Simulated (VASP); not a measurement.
## Si: single point with PBE

The system is Si.

```
CELL_PARAMETERS angstrom
5.43100 0.00000 0.00000
0.00000 5.43100 0.00000
0.00000 0.00000 5.43100
ATOMIC_POSITIONS crystal
Si 0.00986 0.00005 0.99987
Si 0.00009 0.49004 0.49995
Si 0.50005 0.00003 0.51482
Si 0.50001 0.50005 0.00001
Si 0.25015 0.26009 0.24995
Si 0.24989 0.74985 0.74012
Si 0.76008 0.25004 0.74998
Si 0.75000 0.74989 0.25001
```

```json
{
  "Program": "VASP 6.6.1",
  "Task": "single point",
  "Functional": "PBE",
  "Potentials or basis": "VASP PAW PBE potentials, release 64 (Si)",
  "Cutoff": "500 eV",
  "k mesh": "1 × 1 × 1",
  "Occupations": "gaussian, width 0.01 eV",
  "Spin": "no spin polarisation"
}
```

The pressure is 10.8 GPa. The largest force is 1.165 eV/Å and the band gap on the k mesh is 0.27 eV.

Forces in eV/Å, atoms in the order of the input:
```
Si   0.172 -0.083  0.026
Si  -0.326  0.851 -0.584
Si   0.308  0.724 -0.859
Si   0.214  0.355 -0.740
Si   0.490 -0.785  0.370
Si  -0.426 -0.907  0.532
Si  -0.236 -0.311  0.932
Si  -0.196  0.156  0.322
```

Stress tensor (GPa, compression positive):
```
10.93  1.45 -1.05
 1.45 10.61 -0.06
-1.05 -0.06 10.81
```

Levels at points of the mesh, in eV from the valence-band top:
```csv
k point,band 14,band 15,band 16,band 17,band 18,band 19
"(0.00, 0.00, 0.00)",-0.39,-0.17,0.00,0.27,0.35,0.40
```

Wall time 11 s on 1 thread of AMD EPYC 9R45 (Zen 5), on a shared host, peak memory 0.18 GiB.

Caveat: the k points lie up to 1.16 Å⁻¹ apart; forces of over 1 eV/Å act on the atoms, so gaps and moduli don't describe the material at rest. A k mesh can miss the band edges.
